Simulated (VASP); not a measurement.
Au: single point with PBE

The system is Au.

```
CELL_PARAMETERS angstrom
2.90000 0.00000 0.00000
-1.45000 2.51147 0.00000
0.00000 0.00000 4.88000
ATOMIC_POSITIONS crystal
Au 0.33333 0.66667 0.72951
Au 0.66667 0.33333 0.25000
```

This cell differs from its parent crystal: atom 1 (Au) moved by (+0.000, -0.100) A along [1 1 0] and z.

| Property | Result |
| --- | --- |
| Program | VASP 6.6.1 |
| Task | single point |
| Functional | PBE |
| Potentials or basis | VASP PAW PBE potentials, release 64 (Au) |
| Cutoff | 520 eV |
| k mesh | 18 × 18 × 10 |
| Occupations | gaussian, width 0.15 eV |
| Spin | no spin polarisation |

```
Pressure               : 2.6 GPa
Largest force          : 0.673 eV/Å
Band gap on the k mesh : zero (bands 11 and 12 overlap by 6.55 eV)
```

Forces on the atoms (eV/Å):
```
Au   0.000  0.000  0.673
Au   0.000  0.000 -0.673
```

Stress tensor (GPa, compression positive):
```
2.47 0.00 0.00
0.00 2.47 0.00
0.00 0.00 2.72
```

Levels at points of the mesh, in eV from the Fermi level:
```
           k point  band 8  band 9  band 10  band 11  band 12  band 13  band 14  band 15
(0.00, 0.00, 0.00)   -3.39   -3.39    -2.13    -2.13    -0.92     2.43    14.62    15.76
(0.50, 0.00, 0.00)   -1.93   -1.85    -1.66     0.39     1.51     5.61     7.04     7.25
(0.00, 0.00, 0.50)   -4.40   -2.69    -2.69    -2.44    -2.44     9.67    11.04    14.83
(0.50, 0.00, 0.50)   -2.30   -1.77    -1.71     0.47     0.67     3.66     3.91    12.71
```

Run time: 3.3 min on 1 thread of Intel Xeon 8259CL (shared host), peak memory 0.29 GiB.

Caveat: the cell differs from its parent crystal (atom 1 (Au) moved by (+0.000, -0.100) A along [1 1 0] and z); spin-orbit coupling is left out, which moves the levels of the heavy elements.
